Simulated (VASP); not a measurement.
The system is Re.

```
CELL_PARAMETERS angstrom
0.00000 2.74326 2.74326
2.74326 0.00000 2.74326
2.74326 2.74326 0.00000
ATOMIC_POSITIONS crystal
Re 0.12500 0.12500 0.12500
Re 0.87500 0.87500 0.87500
```

This isn't the form of Re at room conditions, which is hcp.

Base run:

```yaml
Program: VASP 6.6.1
Functional: LDA
Potentials_or_basis: VASP PAW LDA potentials, release 64 (Re)
Cutoff: 520 eV
k_mesh: 11 × 11 × 11
Occupations: fermi-dirac, width 0.1 eV
Spin: no spin polarisation
```

Its results: band gap on the k mesh zero (bands 7 and 8 overlap by 1.21 eV); pressure 6.9 GPa.

The run is repeated on the same cell with these changes: potentials or basis from VASP PAW LDA potentials, release 64 (Re) to VASP PAW LDA potentials, release 64 (Re_sv_GW); cutoff from 520 eV to 560 eV; further incar settings from ALGO = Normal; EDIFF = 1e-06; NBANDS = 14 to ALGO = Normal; EDIFF = 1e-06; NBANDS = 22; valence electrons from 14 to 30. What comes out?

Band gap on the k mesh zero (bands 15 and 16 overlap by 1.22 eV); pressure 8.5 GPa.

Caveats: the cell stands under pressure; spin-orbit coupling is left out, which moves the levels of the heavy elements.
